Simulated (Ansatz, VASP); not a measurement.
**One calculation of Fe, two programs**

```
CELL_PARAMETERS angstrom
-2.22670 2.22670 1.21470
2.22670 -2.22670 1.21470
2.22670 2.22670 -1.21470
ATOMIC_POSITIONS crystal
Fe 0.00000 0.00000 0.00000
Fe 0.75000 0.25000 0.50000
```

Alike in both runs: task single point; functional PBE; k mesh 8 × 8 × 8; occupations gaussian, width 0.1 eV; collinear spin.

|  | VASP | Ansatz |
| --- | --- | --- |
| version | VASP 6.6.1 | Ansatz 0.2.0 |
| potentials or method | VASP PAW PBE potentials, release 64 (Fe), cutoff 520 eV | scalar-relativistic, plane waves, PAW |
| valence electrons in the cell | 16 | 32 |

VASP gave:

- gap on the k mesh at the Fermi level (eV): none
- pressure (GPa): 6.8
- traceless stress, the component that is largest in VASP (GPa): -1.99
- net moment per atom (μB): 2.27
- size of the moment on the site where the two differ most (μB): 2.25

Task: Estimate Ansatz's values.

Result: gap on the k mesh at the Fermi level (eV): none; pressure (GPa): 7.0; traceless stress, the component that is largest in VASP (GPa): -1.97; net moment per atom (μB): 2.24; size of the moment on the site where the two differ most (μB): 2.22.

Site moments also hang on the region over which each program counts them. A gap of «none» marks a metal or a gap that the smearing closes. VASP's potentials hold 16 valence electrons a cell and Ansatz's 32, so a difference there can come from the potentials and not from the codes.

The k mesh is coarse, so the values compare programs but aren't converged.
